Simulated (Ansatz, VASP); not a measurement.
## Two plane-wave programs on AlGa3N4

```
Al Ga N
1.0
     4.42697    0.00000    0.00000
     0.00000    4.42697    0.00000
     0.00000    0.00000    4.42697
Al Ga N
1 3 4
Direct
  0.00000 0.00000 0.00000
  0.50000 0.50000 0.00000
  0.50000 0.00000 0.50000
  0.00000 0.50000 0.50000
  0.75482 0.75482 0.24518
  0.75482 0.24518 0.75482
  0.24518 0.75482 0.75482
  0.24518 0.24518 0.24518
```

Alike in both runs: task single point; functional LDA; k mesh 6 × 6 × 6; occupations gaussian, width 0.01 eV; no spin polarisation.

|  | VASP | Ansatz |
| --- | --- | --- |
| version | VASP 6.6.1 | Ansatz 0.2.0 |
| potentials or method | VASP PAW LDA potentials, release 64 (Al, Ga_d, N), cutoff 520 eV | scalar-relativistic, plane waves, PAW |
| valence electrons in the cell | 62 | 62 |

VASP gave:

* gap on the k mesh at the Fermi level (eV): 2.57
* least direct gap on the mesh (eV): 2.57

What did Ansatz give for the same quantities?

gap on the k mesh at the Fermi level (eV): 2.56; least direct gap on the mesh (eV): 2.56.

LDA's correlation is that of Perdew and Zunger in VASP and of Perdew and Wang (1992) in Ansatz.
